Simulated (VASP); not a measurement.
Set up this calculation in VASP 6.6.1, as the native input.

```
Task                   : single point
Functional             : RPBE
Potentials or basis    : VASP PAW PBE potentials, release 64 (Ta_pv, N)
Cutoff                 : 520 eV
k mesh                 : 9 × 9 × 8
Occupations            : fermi-dirac, width 0.15 eV
Spin                   : no spin polarisation
Dipole correction      : no
Further INCAR settings : ALGO = Normal; EDIFF = 1e-06; NBANDS = 15
```

The structure of TaN lies in POSCAR:

```
TaN
1.0
    3.0096866337      0.0000000000      0.0000000000
   -1.5048433169      2.6064828696      0.0000000000
    0.0000000000      0.0000000000      2.9533446443
Ta N
1 1
Direct
    0.3333333333      0.6666666667      0.5000000000
    0.0000000000      0.0000000000      0.0000000000
```

The input as run:

INCAR

```
SYSTEM = TaN
ALGO = Normal ; EDIFF = 1E-6
ENCUT = 520 ; GGA = RP
ISIF = 2 ; ISMEAR = -1
LASPH = .True. ; LCHARG = .False.
LREAL = .False. ; LWAVE = .False.
NBANDS = 15 ; NELM = 80
PREC = Accurate ; SIGMA = 0.15
```

KPOINTS

```
k-points
0
Gamma
  9 9 8
  0 0 0
```

Potentials or basis: VASP PAW PBE potentials, release 64 (Ta_pv, N).

The run is started by

```bash
$ cat potpaw_PBE.64/Ta_pv/POTCAR potpaw_PBE.64/N/POTCAR > POTCAR
$ mpirun -np 1 vasp_std > vasp.out
```

Results of the run:

```json
{
 "Pressure": "-12.7 GPa",
 "Band gap on the k mesh": "zero (band 8 reaches 7.73 eV, above the bottom of band 9 at 7.56 eV)"
}
```

Caveat: the PAW data sets were made with another functional, which shifts forces and pressure a little; spin-orbit coupling is left out, which moves the levels of the heavy elements.

Wall time 23 s on 1 thread of AMD EPYC 7R43 64-Core Processor (Zen 3), on a shared host, peak memory 0.12 GiB.
